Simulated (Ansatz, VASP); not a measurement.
Si4Cl in VASP and in Ansatz

```
Si Cl
1.0
     4.67827    0.00000    0.00000
     0.00000    4.67827    0.00000
     0.00000    0.00000    4.67827
Si Cl
4 1
Direct
  0.00000 0.50000 0.50000
  0.50000 0.00000 0.50000
  0.50000 0.50000 0.00000
  0.00000 0.00000 0.00000
  0.50000 0.50000 0.50000
```

Alike in both runs: functional PBE; k mesh 4 × 4 × 4; occupations gaussian, width 0.2 eV; no spin polarisation.

Ansatz relaxed the structure, and its values are those at the end. VASP's run is a single point on that final structure, the one shown.

```csv
,VASP,Ansatz
version,VASP 6.6.1,Ansatz 0.2.0
potentials or method,"VASP PAW PBE potentials, release 64 (Si, Cl), cutoff 500 eV","scalar-relativistic, plane waves, PAW"
valence electrons in the cell,23,23
```

|  | VASP | Ansatz | Ansatz less VASP |
| --- | --- | --- | --- |
| gap on the k mesh at the Fermi level (eV) | none | none | - |
| pressure (GPa) | 0.9 | 0.7 | -0.11 |

A gap of «none» marks a metal or a gap that the smearing closes.
